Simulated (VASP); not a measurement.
ZrB2:

```
CELL_PARAMETERS angstrom
3.10529 0.00000 0.00000
-1.55264 2.68926 0.00000
0.00000 0.00000 3.46088
ATOMIC_POSITIONS crystal
Zr 0.00000 0.00000 0.00000
B 0.66667 0.33333 0.50000
B 0.33333 0.66667 0.50000
```

Base run:

| Item | Value |
| --- | --- |
| Program | VASP 6.6.1 |
| Functional | PBEsol |
| Dispersion | D4 |
| Potentials or basis | VASP PAW PBE potentials, release 64 (Zr_sv, B) |
| Cutoff | 520 eV |
| k mesh | 10 × 10 × 8 |
| Occupations | fermi-dirac, width 0.05 eV |
| Spin | no spin polarisation |

Its results: band gap on the k mesh zero (band 9 reaches 11.72 eV, above the bottom of band 10 at 10.85 eV); pressure 9.0 GPa.

**Question.** The run is repeated on the same cell with these changes: functional from PBEsol to PBE; dispersion from D4 to D3(BJ). What comes out?

**Answer.** Band gap on the k mesh zero (band 9 reaches 11.84 eV, above the bottom of band 10 at 10.96 eV); pressure 10.8 GPa.

Several settings changed at once, so the effect can't be laid on one alone.

Caveats: pairwise dispersion overbinds metals, which lowers pressure and volume; the PAW data sets were made with another functional, which shifts forces and pressure a little (some runs).
